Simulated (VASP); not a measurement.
# CsAuBr3 (Pm-3m) in VASP: notebook, part 2 of 2

VASP 6.6.1. The steps go on from the part before.

## (3) Single point, LDA

INCAR

```
PREC = Accurate
ENCUT = 520
EDIFF = 1E-7
ISMEAR = 1
SIGMA = 0.2
LREAL = F
LASPH = T
NELM = 100
ALGO = Normal
ISIF = 2
LWAVE = F
LCHARG = F
NBANDS = 28
```

KPOINTS

```
regular mesh
0
Gamma
  4 4 4
```

POSCAR

```
CsAuBr3
1.0
    5.4725400000      0.0000000000      0.0000000000
    0.0000000000      5.4725400000      0.0000000000
    0.0000000000      0.0000000000      5.4725400000
Cs Au Br
1 1 3
Direct
    0.5000000000      0.5000000000      0.5000000000
    0.0000000000      0.0000000000      0.0000000000
    0.0000000000      0.0000000000      0.5000000000
    0.5000000000      0.0000000000      0.0000000000
    0.0000000000      0.5000000000      0.0000000000
```

Potentials or basis: VASP PAW LDA potentials, release 64 (Cs_sv, Au, Br).

The run is started by

```console
$ cat potpaw_LDA.64/Cs_sv/POTCAR potpaw_LDA.64/Au/POTCAR potpaw_LDA.64/Br/POTCAR > POTCAR
$ mpirun -np 1 vasp_std > vasp.out
```

OUTCAR:

```text
PREC = Accurate
   ENCUT = 520
   EDIFF = 1E-7
   ISMEAR = 1
   LREAL = F
   LASPH = T
   NELM = 100
   ISIF = 2

 ion  position               nearest neighbor table
   1  0.500  0.500  0.500-
   2  0.000  0.000  0.000-   3 2.74   4 2.74   5 2.74   3 2.74   5 2.74   4 2.74
   3  0.000  0.000  0.500-   2 2.74   2 2.74
   4  0.500  0.000  0.000-   2 2.74   2 2.74
   5  0.000  0.500  0.000-   2 2.74   2 2.74

  LATTYP: Found a simple cubic cell.
 ALAT       =     5.4725400000

  Lattice vectors:

 A1 = (   5.4725400000,   0.0000000000,   0.0000000000)
 A2 = (   0.0000000000,   5.4725400000,   0.0000000000)
 A3 = (   0.0000000000,   0.0000000000,   5.4725400000)

Analysis of symmetry for initial positions (statically):
=====================================================================
 Subroutine PRICEL returns:
 Original cell was already a primitive cell.

 Routine SETGRP: Setting up the symmetry group for a
 simple cubic supercell.

 Subroutine GETGRP returns: Found 48 space group operations
 (whereof 48 operations were pure point group operations)
 out of a pool of 48 trial point group operations.

The static configuration has the point symmetry O_h .

Analysis of symmetry for dynamics (positions and initial velocities):
=====================================================================
 Subroutine PRICEL returns:
 Original cell was already a primitive cell.

 Routine SETGRP: Setting up the symmetry group for a
 simple cubic supercell.

 Subroutine GETGRP returns: Found 48 space group operations
 (whereof 48 operations were pure point group operations)
 out of a pool of 48 trial point group operations.
[... 106 lines left out ...]
   EFERMI =   0.00;   METHOD = LEGACY
   ISMEAR =     1;   SIGMA  =   0.20  broadening in eV -4-tet -1-fermi 0-gaus
   EFERMI_NEDOS =   21; number of points for ismear=-14 and -15
   IALGO  =     38    algorithm
   IMIX   =      4    mixing-type and parameters
     AMIX     =   0.40;   BMIX     =  1.00
     AMIX_MAG =   1.60;   BMIX_MAG =  1.00
  volume/ion in A,a.u.               =      32.78       221.20
  Fermi-wavevector in a.u.,A,eV,Ry     =   1.031527  1.949303 14.477245  1.064047
  Thomas-Fermi vector in A             =   2.165679
   LORBIT       =      0    0 simple, 1 ext, 2 COOP (PROOUT), +10 PAW based schemes
   GGA     = CA    functional components
   LHFCALC =     F    Hartree Fock is set to
   AEXX    =    0.0000 exact exchange contribution
   IVDW    =     0    specifies the selected vdW correction
   LEPSILON=     F    determine dielectric tensor
   LRPA    =     F    only Hartree local field effects (RPA)
 non-spin polarized calculation
 Methfessel and Paxton  Order N= 1 SIGMA  =   0.20
  energy-cutoff  :      520.00
  volume of cell :      163.90
 maximum number of plane-waves:      4468
 NGX is ok and might be reduce to    42
   NGX = 21   NGY = 21   NGZ = 21

 number of electron      41.0000003 magnetization

 Free energy of the ion-electron system (eV)
  ---------------------------------------------------
  ext. energy  EPLUGINS =         0.00000000
  ---------------------------------------------------
  free energy    TOTEN  =       -15.88904577 eV

  energy without entropy =      -15.90472172  energy(sigma->0) =      -15.89427108

 E-fermi :   0.9861     XC(G=0):  -8.8821

 val. band max:        0.8836621370   @ k =   0.0000   0.0000   0.0000
 cond. band min:       1.0965772441   @ k =   0.5000   0.2500   0.0000
 fundamental gap:      0.2129151071
 Fermi energy:         0.9860902279

 k-point     1 :       0.0000    0.0000    0.0000
  band No.  band energies     occupation
      1     -19.0591      2.00000
      2     -13.3659      2.00000
      3     -12.8218      2.00000
      4     -12.8218      2.00000
      5      -5.9387      2.00000
      6      -5.9387      2.00000
[... 299 lines left out ...]
     27       8.3484      0.00000
     28       8.3484      0.00000

------------------------ aborting loop because EDIFF is reached ----------------------------------------

  FORCE on cell =-STRESS in cart. coord.  units (eV):
  Direction    XX          YY          ZZ          XY          YZ          ZX
  --------------------------------------------------------------------------------------
  -------------------------------------------------------------------------------------
  Total       -3.8385306     -3.8385306     -3.8385306     -0.0000000     -0.0000000      0.0000000
  in kB      -37.5239675    -37.5239675    -37.5239675     -0.0000000     -0.0000000      0.0000000
  external PRESSURE =     -37.5239675 kB  Pullay stress =       0.0000000 kB

 VOLUME and BASIS-vectors are now :
 -----------------------------------------------------------------------------
  energy-cutoff  :      520.00
  volume of cell :      163.90
      direct lattice vectors                 reciprocal lattice vectors
     5.472540000  0.000000000  0.000000000     0.182730505  0.000000000  0.000000000
     0.000000000  5.472540000  0.000000000     0.000000000  0.182730505  0.000000000
     0.000000000  0.000000000  5.472540000     0.000000000  0.000000000  0.182730505

 POSITION                                       TOTAL-FORCE (eV/Angst)
 -----------------------------------------------------------------------------------
      2.73627      2.73627      2.73627         0.000000      0.000000      0.000000
      0.00000      0.00000      0.00000         0.000000      0.000000      0.000000
      0.00000      0.00000      2.73627         0.000000      0.000000      0.000000
      2.73627      0.00000      0.00000         0.000000      0.000000      0.000000
      0.00000      2.73627      0.00000         0.000000      0.000000      0.000000
 -----------------------------------------------------------------------------------
    total drift:                                0.000000      0.000000     -0.000000

  FREE ENERGIE OF THE ION-ELECTRON SYSTEM (eV)
  ---------------------------------------------------
  free  energy   TOTEN  =       -15.8890457683 eV

  energy  without entropy=      -15.9047217170  energy(sigma->0) =      -15.89427108
```

OSZICAR:

```text
N       E                     dE             d eps       ncg     rms          rms(c)
DAV:   1     0.266760837976E+03    0.26676E+03   -0.17479E+04   560   0.124E+03
DAV:   2     0.411199464501E+01   -0.26265E+03   -0.25524E+03   708   0.227E+02
DAV:   3    -0.167710913016E+02   -0.20883E+02   -0.20689E+02   660   0.701E+01
DAV:   4    -0.170766650498E+02   -0.30557E+00   -0.30512E+00   684   0.953E+00
DAV:   5    -0.170803447239E+02   -0.36797E-02   -0.36791E-02   684   0.999E-01    0.987E+00
DAV:   6    -0.159262515190E+02    0.11541E+01   -0.44104E+00   632   0.152E+01    0.786E+00
DAV:   7    -0.159145013506E+02    0.11750E-01   -0.50607E-01   628   0.360E+00    0.416E+00
DAV:   8    -0.158907646795E+02    0.23737E-01   -0.61137E-02   672   0.132E+00    0.756E-01
DAV:   9    -0.158890454843E+02    0.17192E-02   -0.51027E-03   708   0.667E-01    0.214E-01
DAV:  10    -0.158890622943E+02   -0.16810E-04   -0.14992E-03   628   0.188E-01    0.538E-02
DAV:  11    -0.158890472783E+02    0.15016E-04   -0.11362E-04   632   0.766E-02    0.297E-02
DAV:  12    -0.158890462856E+02    0.99268E-06   -0.17472E-05   636   0.249E-02    0.961E-03
DAV:  13    -0.158890457242E+02    0.56147E-06   -0.29448E-06   664   0.146E-02    0.252E-03
DAV:  14    -0.158890458252E+02   -0.10100E-06   -0.62038E-07   608   0.407E-03    0.231E-03
DAV:  15    -0.158890457683E+02    0.56836E-07   -0.19148E-07   480   0.395E-03
   1 F= -.15889046E+02 E0= -.15894271E+02  d E =0.156759E-01
```

stdout:

```text
POSCAR found type information on POSCAR CsAuBr
 POSCAR found :  3 types and       5 ions
 scaLAPACK will be used
 LDA part: xc-table for (Slater(with rela. corr.)+CA(PZ))
 , standard interpolation
 POSCAR, INCAR and KPOINTS ok, starting setup
 FFT: planning ... GRIDC
 FFT: planning ... GRID_SOFT
 FFT: planning ... GRID
 WAVECAR not read
 entering main loop
```

It took 86 s on 1 thread of Intel Xeon 8259CL, shared host; peak memory 0.24 GiB.

Results:

```
Free energy            : -15.8890 eV
Pressure               : -3.8 GPa
Band gap on the k mesh : zero (an odd number of electrons rules out a gap without spin polarisation)
```

Levels at points of the mesh, in eV from the Fermi level:
| k point | band 17 | band 18 | band 19 | band 20 | band 21 | band 22 | band 23 | band 24 |
| --- | --- | --- | --- | --- | --- | --- | --- | --- |
| (0.00, 0.00, 0.00) | -1.42 | -1.42 | -1.09 | -1.09 | -1.09 | -0.10 | 4.12 | 4.74 |
| (0.50, 0.00, 0.00) | -1.66 | -1.33 | -1.33 | -1.04 | -1.04 | 3.54 | 5.72 | 6.18 |
| (0.50, 0.50, 0.00) | -1.54 | -1.17 | -1.17 | -0.74 | 1.22 | 5.02 | 6.21 | 6.21 |
| (0.50, 0.50, 0.50) | -0.72 | -0.72 | -0.72 | 1.23 | 1.23 | 4.74 | 4.74 | 4.74 |

Caveat: the cell stands under tension; spin-orbit coupling is left out, which moves the levels of the heavy elements; an odd number of electrons without spin polarisation forces a metal; a magnetic or distorted state may lie lower.
